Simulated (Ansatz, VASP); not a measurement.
# Two plane-wave programs on Ga2O3

```
Ga O
1.0
     5.47426   -0.03784   -0.01479
    -0.03784    5.45800   -0.01432
    -0.01479   -0.01432    5.62312
Ga O
6 9
Direct
  0.13995 0.28262 0.77599
  0.80811 0.58303 0.27941
  0.27547 0.70407 0.27633
  0.67677 0.06106 0.51685
  0.58899 0.49167 0.78945
  0.79336 0.03944 0.03465
  0.57843 0.79364 0.03164
  0.95606 0.00626 0.70305
  0.42753 0.18452 0.71376
  0.57913 0.66821 0.49998
  0.09206 0.40989 0.48062
  0.86567 0.41242 0.97559
  0.64290 0.25097 0.28857
  0.30896 0.40171 0.05381
  0.95643 0.86956 0.33024
```

Alike in both runs: task single point; functional PBE; k mesh 4 × 4 × 4; occupations fermi-dirac, width 0.1861 eV; no spin polarisation.

```csv
,VASP,Ansatz
version,VASP 6.6.1,Ansatz 0.2.0
potentials or method,"VASP PAW PBE potentials, release 64 (Ga_d, O), cutoff 520 eV","scalar-relativistic, plane waves, PAW"
valence electrons in the cell,132,132
```

```tsv
	VASP	Ansatz	Ansatz less VASP
rms of the force components (eV/Å)	2.189	2.203	+0.0149
```

Atom by atom the forces differ by 0.030 eV/Å (rms over components).
